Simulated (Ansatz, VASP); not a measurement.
Two plane-wave programs on LuGaAs2

File INCAR:

```
SYSTEM = LuGaAs2
  ALGO = Normal
  EDIFF = 1E-7
  ENCUT = 520
  GGA = PE
  ISIF = 2
  ISMEAR = -1
  LASPH = .True.
  LCHARG = .False.
  LREAL = .False.
  LWAVE = .False.
  NBANDS = 32
  NELM = 100
  PREC = Accurate
  SIGMA = 0.02
```

Contents of KPOINTS:

```
k-points
0
Gamma
  6 6 6
  0 0 0
```

POSCAR

```
LuGaAs2
1.0
    1.9502578517      1.1259818956      6.4227395770
   -1.9502578517      1.1259818956      6.4227395770
    0.0000000000     -2.2519637913      6.4227395770
Ga Lu As
1 1 2
Direct
    1.0000000000      0.0000000000      0.0000000000
    0.5000000000      0.5000000000      0.5000000000
    0.2565666121      0.2565666121      0.2565666121
    0.7434333879      0.7434333879      0.7434333879
```

Input for Ansatz:

```yaml
crystal:
  lattice:
    - [1.9502578517, 1.1259818956, 6.422739577]
    - [-1.9502578517, 1.1259818956, 6.422739577]
    - [0.0, -2.2519637913, 6.422739577]
  atoms:
    - { symbol: Ga, position: [1.0, 0.0, 0.0] }
    - { symbol: Lu, position: [0.5, 0.5, 0.5] }
    - { symbol: As, position: [0.2565666121, 0.2565666121, 0.2565666121] }
    - { symbol: As, position: [0.7434333879, 0.7434333879, 0.7434333879] }
kpoints:
  mp_grid: { grid: [6, 6, 6] }
hamiltonian:
  xc: pbe
scf:
  occupations: { method: fermi_dirac, width: 0.02 }
  n_extra_bands: 5
output:
  forces: true
  stress: true
  eigenvalues: true
basis:
  xc_grid: 1
```

Alike in both runs: task single point; functional PBE; k mesh 6 × 6 × 6; occupations fermi-dirac, width 0.02 eV; no spin polarisation.

```csv
,VASP,Ansatz
version,VASP 6.6.1,Ansatz 0.2.0
potentials or method,"VASP PAW PBE potentials, release 64 (Ga_d, Lu, As)",plane waves
plane-wave cutoff (eV),520,420
valence electrons in the cell,48,68
```

|  | VASP | Ansatz | Ansatz less VASP |
| --- | --- | --- | --- |
| pressure (GPa) | 2.4 | 2.1 | -0.30 |
| traceless stress, the component that is largest in VASP (GPa) | 1.06 | 1.04 | -0.015 |
| rms of the force components (eV/Å) | 0.032 | 0.037 | +0.0052 |

Atom by atom the forces differ by 0.005 eV/Å (rms over components). The functional is the same, so the differences come from potentials, cutoffs and numerics. VASP's potentials hold 48 valence electrons a cell and Ansatz's 68, so a difference there can come from the potentials and not from the codes.

Neither program's run includes spin-orbit coupling.
